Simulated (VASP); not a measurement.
**CdS: single point with LDA**

The system is CdS.

```
Cd S
1.0
     4.03645    0.00000    0.00000
    -2.01823    3.49567    0.00000
     0.00000    0.00000    6.57732
Cd S
2 2
Direct
  0.33333 0.66667 0.99949
  0.66667 0.33333 0.49949
  0.33333 0.66667 0.37551
  0.66667 0.33333 0.87551
```

| Quantity | Value |
| --- | --- |
| Program | VASP 6.6.1 |
| Task | single point |
| Functional | LDA |
| Potentials or basis | VASP PAW LDA potentials, release 64 (Cd, S) |
| Cutoff | 520 eV |
| k mesh | 6 × 6 × 4 |
| Occupations | gaussian, width 0.01 eV |
| Spin | no spin polarisation |

| Quantity | Value |
| --- | --- |
| Pressure | 2.6 GPa |
| Largest force | 0.003 eV/Å |
| Band gap on the k mesh | 1.12 eV |

Forces on the atoms (eV/Å):
```
Cd   0.000  0.000  0.003
Cd   0.000  0.000  0.003
S    0.000  0.000 -0.003
S    0.000  0.000 -0.003
```

Levels at points of the mesh, in eV from the valence-band top:
```
           k point  band 14  band 15  band 16  band 17  band 18  band 19  band 20  band 21  band 22  band 23
(0.00, 0.00, 0.00)    -0.88    -0.88    -0.07     0.00     0.00     1.12     2.66     6.27     6.27     6.56
(0.50, 0.00, 0.00)    -3.92    -3.05    -2.18    -1.54    -0.88     3.66     3.67     4.85     6.45     6.86
(0.00, 0.00, 0.50)    -2.72    -0.46    -0.46    -0.46    -0.46     2.78     2.78     6.05     6.05     6.65
(0.50, 0.00, 0.50)    -4.62    -1.57    -1.57    -1.55    -1.55     3.27     3.27     5.22     5.22     7.88
```

It took 62 s on 1 thread of Intel Xeon 8259CL, with other jobs on the host, peak memory 0.19 GiB.
